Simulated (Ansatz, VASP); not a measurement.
Given: the input of a run of VASP 6.6.1 on Al2Cu.

The input INCAR:

```
SYSTEM = Al2Cu
PREC     = Accurate       ! precision mode
ENCUT    = 520            ! plane-wave cutoff, eV
EDIFF    = 1E-7           ! SCF threshold, eV
ISMEAR   = -1             ! smearing method
SIGMA    = 0.05           ! smearing width, eV
LREAL    = .False.        ! projectors in reciprocal space
LASPH    = .True.         ! aspherical terms in the spheres
NELM     = 100            ! most SCF steps
ALGO     = Fast           ! electronic algorithm
ISIF     = 2              ! what is computed and relaxed
LWAVE    = .False.        ! write WAVECAR
LCHARG   = .False.        ! write CHGCAR
GGA      = PS             ! functional
NBANDS   = 26             ! bands
```

The input KPOINTS:

```
Automatic mesh
0
Gamma
  6 6 6
  0 0 0
```

Contents of POSCAR:

```
Al2Cu
1.0
   -3.0335000000      3.0335000000      2.4385000000
    3.0335000000     -3.0335000000      2.4385000000
    3.0335000000      3.0335000000     -2.4385000000
Cu Al
2 4
Direct
    0.2500000000      0.2500000000      0.0000000000
    0.7500000000      0.7500000000      0.0000000000
    0.3419000000      0.1581000000      0.5000000000
    0.8419000000      0.3419000000      0.1838000000
    0.6581000000      0.8419000000      0.5000000000
    0.1581000000      0.6581000000      0.8162000000
```

Potentials or basis: VASP PAW PBE potentials, release 64 (Cu, Al).

Run with:

```console
$ cat potpaw_PBE.64/Cu/POTCAR potpaw_PBE.64/Al/POTCAR > POTCAR
$ mpirun -np 1 vasp_std > vasp.out
```

Task: Translate it to Ansatz 0.2.0. Potentials there: Ansatz PAW.

Result: As run (the cutoff follows the program's own potentials):

File input.yaml:

```yaml
crystal:
  lattice:
    - [-3.0335, 3.0335, 2.4385]
    - [3.0335, -3.0335, 2.4385]
    - [3.0335, 3.0335, -2.4385]
  atoms:
    - { symbol: Cu, position: [0.25, 0.25, 0.0] }
    - { symbol: Cu, position: [0.75, 0.75, 0.0] }
    - { symbol: Al, position: [0.3419, 0.1581, 0.5] }
    - { symbol: Al, position: [0.8419, 0.3419, 0.1838] }
    - { symbol: Al, position: [0.6581, 0.8419, 0.5] }
    - { symbol: Al, position: [0.1581, 0.6581, 0.8162] }
hamiltonian:
  xc: pbesol
  pseudopotentials: { kind: paw }
kpoints:
  mp_grid: { grid: [6, 6, 6] }
scf:
  occupations: { method: fermi_dirac, width: 0.05 }
output:
  forces: true
  stress: true
  eigenvalues: true
```

Potentials or basis: Ansatz PAW.

Launch:

```sh
$ ansatz run input.yaml --threads 2 --pin off --max-ram 5632MiB --backend cpu --events-out ev --progress --plain --runs-dir out
```

Both were run:

|  | VASP | Ansatz | Ansatz less VASP |
| --- | --- | --- | --- |
| gap on the k mesh at the Fermi level (eV) | none | none | - |
| pressure (GPa) | -3.3 | -3.5 | -0.27 |
| traceless stress, the component that is largest in VASP (GPa) | 1.29 | 1.33 | +0.036 |
| rms of the force components (eV/Å) | 0.041 | 0.042 | +0.0010 |

VASP's potentials were made for PBE, not for PBEsol. Atom by atom the forces differ by 0.001 eV/Å (rms over components). A gap of «none» marks a metal or a gap that the smearing closes. The functional is the same, so the differences come from potentials, cutoffs and numerics. VASP's potentials hold 34 valence electrons a cell and Ansatz's 50, so a difference there can come from the potentials and not from the codes.
